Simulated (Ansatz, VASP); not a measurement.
**Two plane-wave programs on PtSe2**

```
CELL_PARAMETERS angstrom
3.75150 0.00000 0.00000
-1.87575 3.24889 0.00000
0.00000 0.00000 6.52240
ATOMIC_POSITIONS crystal
Pt 0.00000 0.00000 0.00000
Se 0.33333 0.66667 0.20035
Se 0.66667 0.33333 0.79965
```

Alike in both runs: functional PBE; k mesh 9 × 9 × 4; occupations gaussian, width 0.02 eV; no spin polarisation.

Ansatz relaxed the structure, and its values are those at the end. VASP's run is a single point on that final structure, the one shown.

|  | VASP | Ansatz |
| --- | --- | --- |
| version | VASP 6.6.1 | Ansatz 0.2.0 |
| potentials or method | VASP PAW PBE potentials, release 64 (Pt, Se), cutoff 520 eV | scalar-relativistic, plane waves, PAW |
| valence electrons in the cell | 22 | 50 |

```csv
,VASP,Ansatz,Ansatz less VASP
gap on the k mesh at the Fermi level (eV),0.90,0.91,+0.010
least direct gap on the mesh (eV),1.03,1.04,+0.009
pressure (GPa),0.0,0.0,+0.04
```

The functional is the same, so the differences come from potentials, cutoffs and numerics. VASP's potentials hold 22 valence electrons a cell and Ansatz's 50, so a difference there can come from the potentials and not from the codes.

Spin-orbit coupling is off throughout.
